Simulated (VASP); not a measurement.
Input of a VASP 6.6.1 run:

INCAR

```
PREC = Accurate
ENCUT = 600
EDIFF = 1E-7
ISMEAR = 0
SIGMA = 0.1
LREAL = False
LASPH = True
NELM = 100
ALGO = Normal
ISIF = 3
LWAVE = False
LCHARG = False
GGA = PE
IBRION = 2
NSW = 100
EDIFFG = -0.01
```

File KPOINTS:

```
Automatic mesh
0
Gamma
  12 12 8
```

File POSCAR:

```
Sc2Si3Se
1.0
    5.2058305767      0.0000000000      0.0000000000
   -2.6029152884      4.5083815272      0.0000000000
    0.0000000000      0.0000000000      4.8228980229
Sc Si Se
2 3 1
Direct
    0.6666666667      0.3333333333      0.0000000000
    0.3333333333      0.6666666667      0.0000000000
    0.0000000000      0.5000000000      0.5000000000
    0.5000000000      0.0000000000      0.5000000000
    0.5000000000      0.5000000000      0.5000000000
    0.0000000000      0.0000000000      0.0000000000
```

Potentials or basis: VASP PAW PBE potentials, release 64 (Sc_sv, Si, Se).

Run with:

```bash
$ cat potpaw_PBE.64/Sc_sv/POTCAR potpaw_PBE.64/Si/POTCAR potpaw_PBE.64/Se/POTCAR > POTCAR
$ mpirun -np 1 vasp_std > vasp.out
```

(1) What does it give for the band gap on the k mesh?

(2) Predict the relaxed volume.

(3) What does it give for the relaxed cell?

Results:

(1) zero (bands 20 and 21 overlap by 1.16 eV).

(2) 18.91 Å³/atom.

(3) a = 5.205 Å, b = 5.205 Å, c = 4.834 Å, α = 90.00°, β = 90.00°, γ = 120.00°.
